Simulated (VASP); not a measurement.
Set up this calculation in VASP 6.6.1, as the native input.

| Item | Value |
| --- | --- |
| Task | single point |
| Functional | PBE |
| Potentials or basis | VASP PAW PBE potentials, release 64 (In_d, B, Pt) |
| Cutoff | 520 eV |
| k mesh | 4 × 4 × 4 |
| Occupations | gaussian, width 0.1 eV |
| Spin | no spin polarisation |
| Dipole correction | no |
| Further INCAR settings | ALGO = Normal; EDIFF = 1e-07; NBANDS = 26 |

The structure of InB4Pt lies in POSCAR:

```
InB4Pt
1.0
    3.9036913600      0.0000000000      0.0000000000
    0.0000000000      3.9036913600      0.0000000000
    0.0000000000      0.0000000000      4.4029091000
In B Pt
1 4 1
Direct
    0.0000000000      0.0000000000      0.0000000000
    0.0000000000      0.5000000000      0.8202378800
    0.5000000000      0.0000000000      0.8202378800
    0.0000000000      0.5000000000      0.1797621200
    0.5000000000      0.0000000000      0.1797621200
    0.0000000000      0.0000000000      0.5000000000
```

One way to write it, as run:

INCAR

```
  PREC = Accurate
  ENCUT = 520
  EDIFF = 1E-7
  ISMEAR = 0
  SIGMA = 0.1
  LREAL = False
  LASPH = True
  NELM = 80
  ALGO = Normal
  ISIF = 2
  LWAVE = False
  LCHARG = False
  GGA = PE
  NBANDS = 26
```

KPOINTS

```
regular mesh
0
Gamma
  4 4 4
```

Potentials or basis: VASP PAW PBE potentials, release 64 (In_d, B, Pt).

Launch:

```console
$ cat potpaw_PBE.64/In_d/POTCAR potpaw_PBE.64/B/POTCAR potpaw_PBE.64/Pt/POTCAR > POTCAR
$ mpirun -np 1 vasp_std > vasp.out
```

It gave:

```yaml
Pressure: 66.9 GPa
Largest_force: 2.923 eV/Å
```

Caveat: the k points lie up to 0.40 Å⁻¹ apart; forces of over 1 eV/Å act on the atoms, so gaps and moduli don't describe the material at rest.

Run time: 38 s on 1 thread of Intel(R) Xeon(R) Platinum 8259CL CPU @ 2.50GHz (Skylake/Cascade Lake), on a shared host, peak memory 0.19 GiB.
